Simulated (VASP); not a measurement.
A run of VASP 6.6.1 is set up as follows.

File INCAR:

```
SYSTEM = Ag
PREC = Accurate
ENCUT = 520
EDIFF = 1E-6
ISMEAR = 0
SIGMA = 0.15
LREAL = .FALSE.
LASPH = .TRUE.
NELM = 60
ALGO = Fast
ISIF = 2
LWAVE = .FALSE.
LCHARG = .FALSE.
GGA = PS
NBANDS = 12
```

KPOINTS

```
Automatic mesh
0
G
  20 20 20
  0 0 0
```

Contents of POSCAR:

```
Ag
1.0
    0.0000000000      2.2065480000      2.1248240000
    2.2065480000      0.0000000000      2.1248240000
    2.2065480000      2.2065480000      0.0000000000
Ag
1
Direct
    0.0000000000      0.0000000000      0.0000000000
```

Potentials or basis: VASP PAW PBE potentials, release 64 (Ag).

Launch:

```bash
$ cat potpaw_PBE.64/Ag/POTCAR > POTCAR
$ mpirun -np 1 vasp_std > vasp.out
```

Problem. Estimate the pressure.

Solution. -13.8 GPa.

Problem. Predict the band gap on the k mesh.

Solution. Zero (an odd number of electrons rules out a gap without spin polarisation).

Stress tensor (GPa, compression positive):
```
-13.99   0.00   0.00
  0.00 -13.99   0.00
  0.00   0.00 -13.35
```

Caveat: the cell differs from its parent crystal (strain +0.080 along x and y, +0.040 along z); the cell stands under tension; the PAW data sets were made with another functional, which shifts forces and pressure a little.
